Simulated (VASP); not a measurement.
Wanted: the native input for a VASP 6.6.1 run.

| Quantity | Value |
| --- | --- |
| Task | single point |
| Functional | revPBE |
| Potentials or basis | VASP PAW PBE potentials, release 64 (Pt) |
| Cutoff | 520 eV |
| k mesh | 7 × 7 × 7 |
| Occupations | gaussian, width 0.1 eV |
| Spin | no spin polarisation |
| Dipole correction | no |
| Further INCAR settings | ALGO = Normal; EDIFF = 1e-07; NBANDS = 11 |

The structure of Pt lies in POSCAR:

```
Pt
1.0
    2.6118698592      0.0000000000      0.0000000000
    0.0000000000      2.6118698592      0.0000000000
    0.0000000000      0.0000000000      2.6118698592
Pt
1
Direct
    0.0000000000      0.0000000000      0.0000000000
```

The input as run:

INCAR

```
ALGO     = Normal         # electronic algorithm
EDIFF    = 1E-7           # SCF threshold, eV
ENCUT    = 520            # plane-wave cutoff, eV
GGA      = RE             # functional
ISIF     = 2              # what is computed and relaxed
ISMEAR   = 0              # smearing method
LASPH    = T              # aspherical terms in the spheres
LCHARG   = F              # write CHGCAR
LREAL    = F              # projectors in reciprocal space
LWAVE    = F              # write WAVECAR
NBANDS   = 11             # bands
NELM     = 100            # most SCF steps
PREC     = Accurate       # precision mode
SIGMA    = 0.1            # smearing width, eV
```

KPOINTS

```
k-points
0
Gamma
  7 7 7
```

Potentials or basis: VASP PAW PBE potentials, release 64 (Pt).

Run with:

```bash
$ cat potpaw_PBE.64/Pt/POTCAR > POTCAR
$ mpirun -np 1 vasp_std > vasp.out
```

It gave:

```yaml
Pressure: 4.5 GPa
Band_gap_on_the_k_mesh: zero (band 5 reaches 9.83 eV, above the bottom of band 6 at 7.67 eV)
```

Caveat: the PAW data sets were made with another functional, which shifts forces and pressure a little; spin-orbit coupling is left out, which moves the levels of the heavy elements.

Wall time 2.6 s on 1 thread of Intel Xeon 6975P-C, with other jobs on the host, peak memory 0.13 GiB.
